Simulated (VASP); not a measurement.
# BP (F-43m) in VASP: a series of runs, part 2 of 2

VASP 6.6.1.

### Step 4. Single point, PBE

This run uses another cell than the first one, of 11.45 Å³/atom, 1.043 times its volume.

Contents of INCAR:

```
ALGO     = Normal         # electronic algorithm
EDIFF    = 1E-6           # SCF threshold, eV
ENCUT    = 520            # plane-wave cutoff, eV
GGA      = PE             # functional
ISIF     = 2              # what is computed and relaxed
ISMEAR   = 1              # smearing method
LASPH    = True           # aspherical terms in the spheres
LCHARG   = False          # write CHGCAR
LREAL    = False          # projectors in reciprocal space
LWAVE    = False          # write WAVECAR
NBANDS   = 11             # bands
NELM     = 100            # most SCF steps
PREC     = Accurate       # precision mode
SIGMA    = 0.01           # smearing width, eV
```

Contents of KPOINTS:

```
k-points
0
Gamma
  8 8 8
```

Contents of POSCAR:

```
BP
1.0
    0.0000000000      2.2537713532      2.2537713532
    2.2537713532      0.0000000000      2.2537713532
    2.2537713532      2.2537713532      0.0000000000
B P
1 1
Direct
    0.0000000000      0.0000000000      0.0000000000
    0.2500000000      0.2500000000      0.2500000000
```

Run with:

```sh
cat potpaw_PBE.64/B/POTCAR potpaw_PBE.64/P/POTCAR > POTCAR
mpirun -np 1 vasp_std > vasp.out
```

It took 9 s on 1 thread of Intel Xeon 8259CL, shared host; peak memory 0.13 GiB.

It converged, with:

* Free energy: -12.9207 eV
* Pressure: 4.4 GPa
* Band gap on the k mesh: 1.24 eV, indirect (least direct gap 3.43 eV)

Levels at points of the mesh, in eV from the valence-band top:
| k point | band 1 | band 2 | band 3 | band 4 | band 5 | band 6 | band 7 | band 8 |
| --- | --- | --- | --- | --- | --- | --- | --- | --- |
| (0.00, 0.00, 0.00) | -15.64 | 0.00 | 0.00 | 0.00 | 3.43 | 3.43 | 3.43 | 7.68 |
| (0.50, 0.00, 0.00) | -12.24 | -9.18 | -1.78 | -1.78 | 3.90 | 4.73 | 4.73 | 10.20 |
| (0.50, 0.50, 0.00) | -10.68 | -8.69 | -4.19 | -4.19 | 1.29 | 1.64 | 12.31 | 12.31 |

### Step 5. Single point, PBE

This run uses another cell than the first one, of 11.68 Å³/atom, 1.064 times its volume.

Contents of INCAR:

```
SYSTEM = BP
ALGO = Normal ; EDIFF = 1E-7
ENCUT = 520 ; GGA = PE
ISIF = 2 ; ISMEAR = 1
LASPH = .TRUE. ; LCHARG = .TRUE.
LELF = .TRUE. ; LREAL = .FALSE.
LVHAR = .TRUE. ; LWAVE = .FALSE.
NBANDS = 11 ; NELM = 60
PREC = Accurate ; SIGMA = 0.01
```

Contents of KPOINTS:

```
k-points
0
G
  8 8 8
  0 0 0
```

Contents of POSCAR:

```
BP
1.0
    0.0000000000      2.2690000000      2.2690000000
    2.2690000000      0.0000000000      2.2690000000
    2.2690000000      2.2690000000      0.0000000000
B P
1 1
Direct
    0.0000000000      0.0000000000      0.0000000000
    0.2500000000      0.2500000000      0.2500000000
```

Potentials or basis: VASP PAW PBE potentials, release 64 (B, P).

Run with:

```sh
cat potpaw_PBE.64/B/POTCAR potpaw_PBE.64/P/POTCAR > POTCAR
mpirun -np 1 vasp_std > vasp.out
```

OUTCAR:

```text
SYSTEM = BP
   EDIFF = 1E-7
   ENCUT = 520
   GGA = PE
   ISIF = 2
   ISMEAR = 1
   LASPH = .TRUE.
   LREAL = .FALSE.
   NELM = 60
   PREC = Accurate

 ion  position               nearest neighbor table
   1  0.000  0.000  0.000-   2 1.97   2 1.97   2 1.97   2 1.97
   2  0.250  0.250  0.250-   1 1.97   1 1.97   1 1.97   1 1.97

  LATTYP: Found a face centered cubic cell.
 ALAT       =     4.5380000000

  Lattice vectors:

 A1 = (   0.0000000000,   2.2690000000,   2.2690000000)
 A2 = (   2.2690000000,   0.0000000000,   2.2690000000)
 A3 = (   2.2690000000,   2.2690000000,   0.0000000000)
[... 512 lines left out ...]
      7      15.7427      0.00000
      8      17.2233      0.00000
      9      17.8882      0.00000
     10      21.8535      0.00000
     11      24.2856      0.00000

 [... further k-points ...]
[... 5 lines left out ...]
  --------------------------------------------------------------------------------------
  -------------------------------------------------------------------------------------
  Total        0.1334214      0.1334214      0.1334214      0.0000000      0.0000000      0.0000000
  in kB        9.1496069      9.1496069      9.1496069      0.0000000      0.0000000      0.0000000
  external PRESSURE =       9.1496069 kB  Pullay stress =       0.0000000 kB

 VOLUME and BASIS-vectors are now :
 -----------------------------------------------------------------------------
  energy-cutoff  :      520.00
  volume of cell :       23.36
      direct lattice vectors                 reciprocal lattice vectors
     0.000000000  2.269000000  2.269000000    -0.220361393  0.220361393  0.220361393
     2.269000000  0.000000000  2.269000000     0.220361393 -0.220361393  0.220361393
     2.269000000  2.269000000  0.000000000     0.220361393  0.220361393 -0.220361393

 POSITION                                       TOTAL-FORCE (eV/Angst)
 -----------------------------------------------------------------------------------
      0.00000      0.00000      0.00000        -0.000000     -0.000000     -0.000000
      1.13450      1.13450      1.13450         0.000000      0.000000      0.000000
 -----------------------------------------------------------------------------------
    total drift:                                0.000000      0.000000      0.000000

  FREE ENERGIE OF THE ION-ELECTRON SYSTEM (eV)
  ---------------------------------------------------
  free  energy   TOTEN  =       -12.9286121796 eV

  energy  without entropy=      -12.9286155768  energy(sigma->0) =      -12.92861331
```

OSZICAR:

```text
N       E                     dE             d eps       ncg     rms          rms(c)
DAV:   1     0.995368894272E+01    0.99537E+01   -0.40051E+03   638   0.655E+02
DAV:   2    -0.129152474851E+02   -0.22869E+02   -0.21242E+02   873   0.111E+02
DAV:   3    -0.136336516428E+02   -0.71840E+00   -0.71617E+00   799   0.167E+01
DAV:   4    -0.136368720615E+02   -0.32204E-02   -0.32165E-02   740   0.126E+00
DAV:   5    -0.136368884815E+02   -0.16420E-04   -0.16420E-04   798   0.918E-02    0.721E+00
DAV:   6    -0.130268745327E+02    0.61001E+00   -0.13905E+00   713   0.510E+00    0.388E+00
DAV:   7    -0.129359289593E+02    0.90946E-01   -0.23363E-01   800   0.241E+00    0.133E+00
DAV:   8    -0.129280876025E+02    0.78414E-02   -0.26819E-02   733   0.933E-01    0.194E-01
DAV:   9    -0.129284064872E+02   -0.31888E-03   -0.71536E-04   724   0.180E-01    0.125E-01
DAV:  10    -0.129286004033E+02   -0.19392E-03   -0.24833E-04   711   0.989E-02    0.282E-02
DAV:  11    -0.129286112539E+02   -0.10851E-04   -0.11926E-05   810   0.226E-02    0.337E-02
DAV:  12    -0.129286122422E+02   -0.98826E-06   -0.48815E-06   710   0.108E-02    0.146E-02
DAV:  13    -0.129286121144E+02    0.12780E-06   -0.13346E-07   588   0.239E-03    0.598E-03
DAV:  14    -0.129286121796E+02   -0.65204E-07   -0.45145E-08   373   0.121E-03
   1 F= -.12928612E+02 E0= -.12928613E+02  d E =0.339721E-05
```

Wall time 10 s (1 thread of Intel Xeon 8259CL, shared host); peak memory 0.14 GiB.

Results:

```yaml
Free_energy: -12.9286 eV
Pressure: 0.9 GPa
Band_gap_on_the_k_mesh: 1.27 eV, indirect (least direct gap 3.40 eV)
```

### Step 6. Single point, PBE

This run uses another cell than the first one, of 11.92 Å³/atom, 1.085 times its volume.

Contents of INCAR:

```
SYSTEM = BP
PREC = Accurate
ENCUT = 520
EDIFF = 1E-6
ISMEAR = 1
SIGMA = 0.01
LREAL = .False.
LASPH = .True.
NELM = 60
ALGO = Normal
ISIF = 2
LWAVE = .False.
LCHARG = .False.
GGA = PE
NBANDS = 11
```

Contents of KPOINTS:

```
Automatic mesh
0
Gamma
  8 8 8
  0 0 0
```

Contents of POSCAR:

```
BP
1.0
    0.0000000000      2.2840269280      2.2840269280
    2.2840269280      0.0000000000      2.2840269280
    2.2840269280      2.2840269280      0.0000000000
B P
1 1
Direct
    0.0000000000      0.0000000000      0.0000000000
    0.2500000000      0.2500000000      0.2500000000
```

Potentials or basis: VASP PAW PBE potentials, release 64 (B, P).

Run with:

```sh
cat potpaw_PBE.64/B/POTCAR potpaw_PBE.64/P/POTCAR > POTCAR
mpirun -np 1 vasp_std > vasp.out
```

OUTCAR:

```text
SYSTEM = BP
   PREC = Accurate
   ENCUT = 520
   EDIFF = 1E-6
   ISMEAR = 1
   LREAL = .False.
   LASPH = .True.
   NELM = 60
   ISIF = 2
   GGA = PE

 ion  position               nearest neighbor table
   1  0.000  0.000  0.000-   2 1.98   2 1.98   2 1.98   2 1.98
   2  0.250  0.250  0.250-   1 1.98   1 1.98   1 1.98   1 1.98

  LATTYP: Found a face centered cubic cell.
 ALAT       =     4.5680538560

  Lattice vectors:

 A1 = (   0.0000000000,   2.2840269280,   2.2840269280)
 A2 = (   2.2840269280,   0.0000000000,   2.2840269280)
 A3 = (   2.2840269280,   2.2840269280,   0.0000000000)

Analysis of symmetry for initial positions (statically):
=====================================================================
 Subroutine PRICEL returns:
 Original cell was already a primitive cell.

 Routine SETGRP: Setting up the symmetry group for a
 face centered cubic supercell.

 Subroutine GETGRP returns: Found 24 space group operations
 (whereof 24 operations were pure point group operations)
 out of a pool of 48 trial point group operations.

The static configuration has the point symmetry T_d .

Analysis of symmetry for dynamics (positions and initial velocities):
=====================================================================
 Subroutine PRICEL returns:
 Original cell was already a primitive cell.

 Routine SETGRP: Setting up the symmetry group for a
 face centered cubic supercell.

 Subroutine GETGRP returns: Found 24 space group operations
 (whereof 24 operations were pure point group operations)
 out of a pool of 48 trial point group operations.

The dynamic configuration has the point symmetry T_d .

 Subroutine INISYM returns: Found 24 space group operations
 (whereof 24 operations are pure point group operations),
 and found     1 'primitive' translations

----------------------------------------------------------------------------------------

                                     Primitive cell

  volume of cell :      23.8305

[... 110 lines left out ...]
  Fermi-wavevector in a.u.,A,eV,Ry     =   1.137785  2.150102 17.613492  1.294555
  Thomas-Fermi vector in A             =   2.274490
   LORBIT       =      0    0 simple, 1 ext, 2 COOP (PROOUT), +10 PAW based schemes
   GGA     = PE    functional components
   LHFCALC =     F    Hartree Fock is set to
   AEXX    =    0.0000 exact exchange contribution
   IVDW    =     0    specifies the selected vdW correction
   LEPSILON=     F    determine dielectric tensor
   LRPA    =     F    only Hartree local field effects (RPA)
 non-spin polarized calculation
 Methfessel and Paxton  Order N= 1 SIGMA  =   0.01
  energy-cutoff  :      520.00
  volume of cell :       23.83
 maximum number of plane-waves:       660
   NGX = 13   NGY = 13   NGZ = 13

 number of electron       7.9999999 magnetization

 Free energy of the ion-electron system (eV)
  ---------------------------------------------------
  ext. energy  EPLUGINS =         0.00000000
  ---------------------------------------------------
  free energy    TOTEN  =       -12.92680771 eV

  energy without entropy =      -12.92681111  energy(sigma->0) =      -12.92680884

 E-fermi :   7.2093     XC(G=0): -10.8217

 val. band max:        7.2008777967   @ k =   0.0000   0.0000   0.0000
 cond. band min:       8.4942026437   @ k =   0.3750   0.3750   0.0000
 fundamental gap:      1.2933248470
 Fermi energy:         7.2092964535

 k-point     1 :       0.0000    0.0000    0.0000
  band No.  band energies     occupation
      1      -8.0841      2.00000
      2       7.2009      2.00000
      3       7.2009      2.00000
      4       7.2009      1.99999
      5      10.5728      0.00000
      6      10.5728      0.00000
      7      10.5728      0.00000
      8      14.2755      0.00000
      9      18.5818      0.00000
     10      19.2733      0.00000
     11      19.2733      0.00000
[... 309 lines left out ...]
 k-point    24 :      -0.3750    0.2500    0.1250
  band No.  band energies     occupation
      1      -4.1898      2.00000
      2      -1.1247      2.00000
      3       2.7362      2.00000
      4       4.1433      2.00000
      5      11.3899      0.00000
      6      12.3316      0.00000
      7      15.3830      0.00000
      8      16.8659      0.00000
      9      17.5698      0.00000
     10      21.4875      0.00000
     11      23.8985      0.00000

 [... further k-points ...]
[... 5 lines left out ...]
  --------------------------------------------------------------------------------------
  -------------------------------------------------------------------------------------
  Total       -0.3336692     -0.3336692     -0.3336692      0.0000000      0.0000000      0.0000000
  in kB      -22.4332933    -22.4332933    -22.4332933      0.0000000      0.0000000      0.0000000
  external PRESSURE =     -22.4332933 kB  Pullay stress =       0.0000000 kB

 VOLUME and BASIS-vectors are now :
 -----------------------------------------------------------------------------
  energy-cutoff  :      520.00
  volume of cell :       23.83
      direct lattice vectors                 reciprocal lattice vectors
     0.000000000  2.284026928  2.284026928    -0.218911605  0.218911605  0.218911605
     2.284026928  0.000000000  2.284026928     0.218911605 -0.218911605  0.218911605
     2.284026928  2.284026928  0.000000000     0.218911605  0.218911605 -0.218911605

 POSITION                                       TOTAL-FORCE (eV/Angst)
 -----------------------------------------------------------------------------------
      0.00000      0.00000      0.00000         0.000000      0.000000      0.000000
      1.14201      1.14201      1.14201        -0.000000     -0.000000     -0.000000
 -----------------------------------------------------------------------------------
    total drift:                                0.000000      0.000000      0.000000

  FREE ENERGIE OF THE ION-ELECTRON SYSTEM (eV)
  ---------------------------------------------------
  free  energy   TOTEN  =       -12.9268077091 eV

  energy  without entropy=      -12.9268111063  energy(sigma->0) =      -12.92680884
```

Run time: 10 s. Hardware: 1 thread of Intel Xeon 8259CL, shared host; peak memory 0.13 GiB.

What came out:

- Free energy: -12.9268 eV
- Pressure: -2.2 GPa
- Band gap on the k mesh: 1.29 eV, indirect (least direct gap 3.37 eV)

Levels at points of the mesh, in eV from the valence-band top:
| k point | band 1 | band 2 | band 3 | band 4 | band 5 | band 6 | band 7 | band 8 |
| --- | --- | --- | --- | --- | --- | --- | --- | --- |
| (0.00, 0.00, 0.00) | -15.29 | 0.00 | 0.00 | 0.00 | 3.37 | 3.37 | 3.37 | 7.07 |
| (0.50, 0.00, 0.00) | -12.04 | -8.89 | -1.73 | -1.73 | 3.66 | 4.70 | 4.70 | 10.06 |
| (0.50, 0.50, 0.00) | -10.53 | -8.48 | -4.04 | -4.04 | 1.37 | 1.68 | 11.94 | 11.94 |

### Step 7. The runs side by side

| cell | gap on the mesh (eV) | pressure (GPa) |
| --- | --- | --- |
| a = 3.143 Å, angles 60.0°, 2 atoms | 1.19 | 12.4 |
| a = 3.165 Å, angles 60.0°, 2 atoms | 1.22 | 8.2 |
| a = 3.187 Å, angles 60.0°, 2 atoms | 1.24 | 4.4 |
| a = 3.209 Å, angles 60.0°, 2 atoms | 1.27 | 0.9 |
| a = 3.230 Å, angles 60.0°, 2 atoms | 1.29 | -2.2 |

Alike in all rows: task single point; level PBE; potentials or basis VASP PAW PBE potentials, release 64 (B, P); no spin polarisation; k mesh 8 × 8 × 8; cutoff (eV) 520; smearing methfessel-paxton 0.01 eV.

Absolute energies hang on the potentials; compare differences alone.
